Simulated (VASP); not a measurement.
# BaF2 (Fm-3m) in VASP: settings compared

The runs below take BaF2 through single point, with HSE06, PBE0.

Everything below comes from runs of VASP 6.6.1. Logs are shortened: lines on timing, memory, paths and dates and some standing lists are left out, and cuts for length are marked.

## Step 1: The cell of the first run

Symmetry: Fm-3m, No. 225, cubic system. Conventional cell: a = 6.194 Å, b = 6.194 Å, c = 6.194 Å, α = 90.00°, β = 90.00°, γ = 90.00°. Ba (site symmetry m-3m) has 8 F at 2.68 Å within 3.5 Å. F (site symmetry -43m) has 4 Ba at 2.68 Å and 6 F at 3.10 Å within 3.5 Å.

## Step 2: Single point, HSE06

POSCAR

```
BaF2
1.0
    0.0000000000      3.0971612422      3.0971612422
    3.0971612422      0.0000000000      3.0971612422
    3.0971612422      3.0971612422      0.0000000000
Ba F
1 2
Direct
    0.0000000000      0.0000000000      0.0000000000
    0.2500000000      0.2500000000      0.2500000000
    0.7500000000      0.7500000000      0.7500000000
```

INCAR.step1

```
ALGO = Normal
EDIFF = 1E-5
ENCUT = 520
GGA = PE
GGA_COMPAT = False
ISIF = 2
ISMEAR = 0
KPAR = 4
LASPH = True
LREAL = False
LWAVE = True
NBANDS = 19
NELM = 120
PREC = Accurate
SIGMA = 0.01
```

INCAR.step2

```
ALGO = Normal
EDIFF = 1E-6
ENCUT = 520
GGA = PE
GGA_COMPAT = False
HFSCREEN = 0.2079
ISIF = 2
ISMEAR = 0
ISTART = 1
KPAR = 4
LASPH = True
LCHARG = True
LHFCALC = True
LREAL = False
LVHAR = True
LWAVE = False
NBANDS = 19
NELM = 120
PREC = Accurate
PRECFOCK = Normal
SIGMA = 0.01
```

KPOINTS

```
k-points
0
Gamma
  6 6 6
```

Potentials or basis: VASP PAW PBE potentials, release 64 (Ba_sv, F).

The run is started by

```
$ cat potpaw_PBE.64/Ba_sv/POTCAR potpaw_PBE.64/F/POTCAR > POTCAR
$ cp INCAR.step1 INCAR
$ mpirun -np 4 vasp_std > vasp.out
$ cp INCAR.step2 INCAR
$ mpirun -np 4 vasp_std > vasp.out
```

OUTCAR:

```text
EDIFF = 1E-6
   ENCUT = 520
   GGA = PE
   HFSCREEN = 0.2079
   ISIF = 2
   ISMEAR = 0
   ISTART = 1
   LASPH = True
   LHFCALC = True
   LREAL = False
   NELM = 120
   PREC = Accurate
   PRECFOCK = Normal

 ion  position               nearest neighbor table
   1  0.000  0.000  0.000-   3 2.68   3 2.68   3 2.68   2 2.68   3 2.68   2 2.68   2 2.68   2 2.68

   2  0.250  0.250  0.250-   1 2.68   1 2.68   1 2.68   1 2.68
   3  0.750  0.750  0.750-   1 2.68   1 2.68   1 2.68   1 2.68

  LATTYP: Found a face centered cubic cell.
 ALAT       =     6.1943224844

  Lattice vectors:

 A1 = (   0.0000000000,   3.0971612422,   3.0971612422)
 A2 = (   3.0971612422,   0.0000000000,   3.0971612422)
 A3 = (   3.0971612422,   3.0971612422,   0.0000000000)

Analysis of symmetry for initial positions (statically):
=====================================================================
 Subroutine PRICEL returns:
 Original cell was already a primitive cell.

 Routine SETGRP: Setting up the symmetry group for a
 face centered cubic supercell.

 Subroutine GETGRP returns: Found 48 space group operations
 (whereof 48 operations were pure point group operations)
 out of a pool of 48 trial point group operations.

The static configuration has the point symmetry O_h .

Analysis of symmetry for dynamics (positions and initial velocities):
=====================================================================
 Subroutine PRICEL returns:
 Original cell was already a primitive cell.

 Routine SETGRP: Setting up the symmetry group for a
 face centered cubic supercell.

 Subroutine GETGRP returns: Found 48 space group operations
 (whereof 48 operations were pure point group operations)
 out of a pool of 48 trial point group operations.

The dynamic configuration has the point symmetry O_h .

 Subroutine INISYM returns: Found 48 space group operations
 (whereof 48 operations are pure point group operations),
 and found     1 'primitive' translations

----------------------------------------------------------------------------------------

                                     Primitive cell

  volume of cell :      59.4185

  direct lattice vectors                    reciprocal lattice vectors
     0.000000000  3.097161242  3.097161242    -0.161438156  0.161438156  0.161438156
     3.097161242  0.000000000  3.097161242     0.161438156 -0.161438156  0.161438156
     3.097161242  3.097161242  0.000000000     0.161438156  0.161438156 -0.161438156

  length of vectors
     4.380047434  4.380047434  4.380047434     0.279619089  0.279619089  0.279619089

  position of ions in fractional coordinates (direct lattice)
     0.000000000  0.000000000  0.000000000
     0.250000000  0.250000000  0.250000000
     0.750000000  0.750000000  0.750000000

  ion indices of the primitive-cell ions
   primitive index   ion index
                 1           1
                 2           2
                 3           3

----------------------------------------------------------------------------------------

 KPOINTS: k-points

Automatic generation of k-mesh.
 Grid dimensions read from file:
 generate k-points for:    6    6    6

 Generating k-lattice:

  Cartesian coordinates                     Fractional coordinates (reciprocal lattice)
    -0.026906359  0.026906359  0.026906359     0.166666667  0.000000000  0.000000000
     0.026906359 -0.026906359  0.026906359     0.000000000  0.166666667  0.000000000
     0.026906359  0.026906359 -0.026906359     0.000000000  0.000000000  0.166666667

  Length of vectors
     0.046603181  0.046603181  0.046603181

  Shift w.r.t. Gamma in fractional coordinates (k-lattice)
     0.000000000  0.000000000  0.000000000

 Subroutine IBZKPT returns following result:
 ===========================================

 Found     16 irreducible k-points:

 Following reciprocal coordinates:
            Coordinates               Weight
  0.000000  0.000000  0.000000      1.000000
  0.166667  0.000000  0.000000      8.000000
  0.333333  0.000000  0.000000      8.000000
  0.500000  0.000000  0.000000      4.000000
  0.166667  0.166667  0.000000      6.000000
  0.333333  0.166667  0.000000     24.000000
[... 8 lines left out ...]
 -0.333333  0.333333  0.166667     24.000000
 -0.333333  0.500000  0.166667     12.000000
   k-points           NKPTS =     16   k-points in BZ     NKDIM =    216   number of bands    NBANDS=     19
   number of dos      NEDOS =    301   number of ions     NIONS =      3
   total plane-waves  NPLWV =  46656
   dimension x,y,z NGX =    36 NGY =   36 NGZ =   36
   dimension x,y,z NGXF=    72 NGYF=   72 NGZF=   72
   ions per type =               1   2
   NGX,Y,Z   is equivalent  to a cutoff of  13.66, 13.66, 13.66 a.u.
   NGXF,Y,Z  is equivalent  to a cutoff of  27.33, 27.33, 27.33 a.u.
 SYSTEM =  unknown system
   PREC   = accura    normal or accurate (medium, high low for compatibility)
   ISTART =      1    job   : 0-new  1-cont  2-samecut
   ICHARG =      0    charge: 1-file 2-atom 10-const
   ISPIN  =      1    spin polarized calculation?
   LNONCOLLINEAR =      F non collinear calculations
   LSORBIT =      F    spin-orbit coupling
   LASPH  =      T    aspherical Exc in radial PAW
   ENCUT  =  520.0 eV  38.22 Ry    6.18 a.u.   8.14  8.14  8.14*2*pi/ulx,y,z
   NELM   =    120;   NELMIN=  2; NELMDL=  0     # of ELM steps
   EDIFF  = 0.1E-05   stopping-criterion for ELM
   LREAL  =      F    real-space projection
   EDIFFG = 0.1E-04   stopping-criterion for IOM
   NSW    =      0    number of steps for IOM
   IBRION =     -1    ionic relax: 0-MD 1-quasi-New 2-CG
   NFREE  =      0    steps in history (QN), initial steepest desc. (CG)
   ISIF   =      2    stress and relaxation
   ISYM   =      3    0-nonsym 1-usesym 2-fastsym
   POTIM  = 0.5000    time-step for ionic-motion
   TEBEG  =    0.0;   TEEND  =   0.0 temperature during run
   PSTRESS=    0.0 pullay stress
   NELECT =      24.0000    total number of electrons
   NUPDOWN=      -1.0000    fix difference up-down
   EMIN   =  10.00;   EMAX   =-10.00  energy-range for DOS
   EFERMI =   0.00;   METHOD = LEGACY
   ISMEAR =     0;   SIGMA  =   0.01  broadening in eV -4-tet -1-fermi 0-gaus
   EFERMI_NEDOS =   21; number of points for ismear=-14 and -15
   IALGO  =     38    algorithm
   IMIX   =      1    mixing-type and parameters
     AMIX     =   0.40;   BMIX     =  1.00
     AMIX_MAG =   1.60;   BMIX_MAG =  1.00
  volume/ion in A,a.u.               =      19.81       133.66
  Fermi-wavevector in a.u.,A,eV,Ry     =   1.210147  2.286846 19.925127  1.464456
  Thomas-Fermi vector in A             =   2.345703
   LORBIT       =      0    0 simple, 1 ext, 2 COOP (PROOUT), +10 PAW based schemes
   GGA     = PE    functional components
   LHFCALC =     T    Hartree Fock is set to
   PRECFOCK=normal    Normal, Fast or Accurate (Low or Medium for compatibility)
   ENCUT4O =  -1.0   cutoff for four orbital integrals eV
   NKREDX  =     1    reduce k-point grid by
   NKREDY  =     1    reduce k-point grid by
   NKREDZ  =     1    reduce k-point grid by
   AEXX    =    0.2500 exact exchange contribution
   HFSCREEN=    0.2079 screening length (either q_TF or 0.3 A-1)
   HFSCREENC=   0.2079 screening length for correlation (either q_TF or 0.3 A-1)
   ENCUTFOCK=  -1.0 apply spherical cutoff to Coloumb kernel
   IVDW    =     0    specifies the selected vdW correction
   LEPSILON=     F    determine dielectric tensor
   LRPA    =     F    only Hartree local field effects (RPA)
 non-spin polarized calculation
 Gauss-broadening in eV      SIGMA  =   0.01
  energy-cutoff  :      520.00
  volume of cell :       59.42
 maximum number of plane-waves:      1639
 NGX is ok and might be reduce to    36
  NGX = 28; NGY = 28; NGZ = 28

 number of electron      24.0000001 magnetization

 Free energy of the ion-electron system (eV)
  ---------------------------------------------------
  ext. energy  EPLUGINS =         0.00000000
  ---------------------------------------------------
  free energy    TOTEN  =       -20.37461738 eV

  energy without entropy =      -20.37461738  energy(sigma->0) =      -20.37461738

 E-fermi :  -3.5561     XC(G=0):  -7.1942

 val. band max:       -3.6297580495   @ k =  -0.1667   0.1667   0.0000
 cond. band min:       5.0890454947   @ k =   0.0000   0.0000   0.0000
 fundamental gap:      8.7188035442
 Fermi energy:        -3.5561110968

 k-point     1 :       0.0000    0.0000    0.0000
  band No.  band energies     occupation
      1     -27.6756      2.00000
      2     -24.1492      2.00000
      3     -23.9894      2.00000
      4     -11.3620      2.00000
      5     -11.3620      2.00000
      6     -11.3620      2.00000
[... 11 lines left out ...]
     18      10.0637      0.00000
     19      13.9229      0.00000

 k-point     2 :       0.1667    0.0000    0.0000
  band No.  band energies     occupation
      1     -27.6079      2.00000
      2     -24.1768      2.00000
      3     -24.0677      2.00000
      4     -11.4186      2.00000
      5     -11.4122      2.00000
      6     -11.4122      2.00000
[... 11 lines left out ...]
     18      10.0870      0.00000
     19      12.8621      0.00000

 k-point     3 :       0.3333    0.0000    0.0000
  band No.  band energies     occupation
      1     -27.4612      2.00000
      2     -24.2993      2.00000
      3     -24.1716      2.00000
      4     -11.5129      2.00000
      5     -11.5079      2.00000
      6     -11.5079      2.00000
[... 11 lines left out ...]
     18      10.1720      0.00000
     19      12.0396      0.00000

 k-point     4 :       0.5000    0.0000    0.0000
  band No.  band energies     occupation
      1     -27.3807      2.00000
      2     -24.3935      2.00000
      3     -24.1967      2.00000
      4     -11.5536      2.00000
      5     -11.5536      2.00000
      6     -11.5523      2.00000
[... 11 lines left out ...]
     18      10.2418      0.00000
     19      12.5946      0.00000

 k-point     5 :       0.1667    0.1667    0.0000
  band No.  band energies     occupation
      1     -27.5849      2.00000
      2     -24.1812      2.00000
      3     -24.0993      2.00000
      4     -11.4875      2.00000
      5     -11.4875      2.00000
      6     -11.3189      2.00000
[... 11 lines left out ...]
     18      10.1694      0.00000
     19      13.9936      0.00000

 k-point     6 :       0.3333    0.1667    0.0000
  band No.  band energies     occupation
      1     -27.4625      2.00000
      2     -24.2584      2.00000
      3     -24.2101      2.00000
      4     -11.5935      2.00000
      5     -11.5935      2.00000
      6     -11.3460      2.00000
[... 11 lines left out ...]
     18      10.3212      0.00000
     19      12.6552      0.00000

 k-point     7 :       0.5000    0.1667    0.0000
  band No.  band energies     occupation
      1     -27.3550      2.00000
      2     -24.3796      2.00000
      3     -24.2491      2.00000
      4     -11.6284      2.00000
      5     -11.6259      2.00000
      6     -11.4581      2.00000
[... 11 lines left out ...]
     18      10.6107      0.00000
     19      12.5106      0.00000

 k-point     8 :      -0.3333    0.1667    0.0000
  band No.  band energies     occupation
      1     -27.3826      2.00000
      2     -24.3434      2.00000
      3     -24.2450      2.00000
      4     -11.5686      2.00000
      5     -11.5561      2.00000
      6     -11.5455      2.00000
[... 80 lines left out ...]
 k-point    12 :      -0.3333    0.3333    0.0000
  band No.  band energies     occupation
      1     -27.3000      2.00000
      2     -24.3796      2.00000
      3     -24.3299      2.00000
      4     -11.6962      2.00000
      5     -11.6846      2.00000
      6     -11.4253      2.00000
[... 11 lines left out ...]
     18      11.9081      0.00000
     19      13.2738      0.00000

 k-point    13 :       0.5000    0.5000    0.0000
  band No.  band energies     occupation
      1     -27.2718      2.00000
      2     -24.4700      2.00000
      3     -24.2771      2.00000
      4     -11.8286      2.00000
      5     -11.8286      2.00000
      6     -11.1703      2.00000
[... 11 lines left out ...]
     18      11.4512      0.00000
     19      13.5821      0.00000

 k-point    14 :       0.5000    0.3333    0.1667
  band No.  band energies     occupation
      1     -27.3565      2.00000
      2     -24.3358      2.00000
      3     -24.2910      2.00000
      4     -11.7179      2.00000
      5     -11.6176      2.00000
      6     -11.3803      2.00000
[... 11 lines left out ...]
     18      11.0587      0.00000
     19      13.0554      0.00000

 k-point    15 :      -0.3333    0.3333    0.1667
  band No.  band energies     occupation
      1     -27.3000      2.00000
      2     -24.3799      2.00000
      3     -24.3296      2.00000
      4     -11.7777      2.00000
      5     -11.5146      2.00000
      6     -11.5139      2.00000
[... 11 lines left out ...]
     18      11.9442      0.00000
     19      12.7153      0.00000

 k-point    16 :      -0.3333    0.5000    0.1667
  band No.  band energies     occupation
      1     -27.2717      2.00000
      2     -24.4231      2.00000
      3     -24.3269      2.00000
      4     -11.8433      2.00000
      5     -11.6650      2.00000
      6     -11.3359      2.00000
[... 11 lines left out ...]
     18      13.0881      0.00000
     19      13.4224      0.00000

------------------------ aborting loop because EDIFF is reached ----------------------------------------

  FORCE on cell =-STRESS in cart. coord.  units (eV):
  Direction    XX          YY          ZZ          XY          YZ          ZX
  --------------------------------------------------------------------------------------
  -------------------------------------------------------------------------------------
  Total        0.5193100      0.5193100      0.5193100      0.0000000      0.0000000      0.0000000
  in kB       14.0028297     14.0028297     14.0028297      0.0000000      0.0000000      0.0000000
  external PRESSURE =      14.0028297 kB  Pullay stress =       0.0000000 kB

 VOLUME and BASIS-vectors are now :
 -----------------------------------------------------------------------------
  energy-cutoff  :      520.00
  volume of cell :       59.42
      direct lattice vectors                 reciprocal lattice vectors
     0.000000000  3.097161242  3.097161242    -0.161438156  0.161438156  0.161438156
     3.097161242  0.000000000  3.097161242     0.161438156 -0.161438156  0.161438156
     3.097161242  3.097161242  0.000000000     0.161438156  0.161438156 -0.161438156

 POSITION                                       TOTAL-FORCE (eV/Angst)
 -----------------------------------------------------------------------------------
      0.00000      0.00000      0.00000         0.000000      0.000000      0.000000
      1.54858      1.54858      1.54858        -0.000000      0.000000     -0.000000
      4.64574      4.64574      4.64574         0.000000     -0.000000     -0.000000
 -----------------------------------------------------------------------------------
    total drift:                                0.000002      0.000002      0.000002

  FREE ENERGIE OF THE ION-ELECTRON SYSTEM (eV)
  ---------------------------------------------------
  free  energy   TOTEN  =       -20.3746173817 eV

  energy  without entropy=      -20.3746173817  energy(sigma->0) =      -20.37461738
```

Run time: 21 min. Hardware: 4 MPI ranks of Intel Xeon 6975P-C (Granite Rapids), shared host; peak memory 0.31 GiB.

Results:

```
Free energy            : -20.3746 eV
Pressure               : 1.4 GPa
Band gap on the k mesh : 8.72 eV (least direct gap 8.79 eV)
```

Levels at points of the mesh, in eV from the valence-band top:
| k point | band 9 | band 10 | band 11 | band 12 | band 13 | band 14 | band 15 | band 16 |
| --- | --- | --- | --- | --- | --- | --- | --- | --- |
| (0.00, 0.00, 0.00) | -1.56 | -0.07 | -0.07 | -0.07 | 8.72 | 11.32 | 11.32 | 13.69 |
| (0.50, 0.00, 0.00) | -0.70 | -0.34 | -0.15 | -0.15 | 11.26 | 11.30 | 11.30 | 11.71 |
| (0.50, 0.50, 0.00) | -0.38 | -0.29 | -0.29 | -0.15 | 9.19 | 11.16 | 12.90 | 14.26 |

Caveat: the PAW data sets were made with another functional, which shifts forces and pressure a little; spin-orbit coupling is left out, which moves the levels of the heavy elements. A k mesh can miss the band edges.

(Continued in part 2 of 2.)
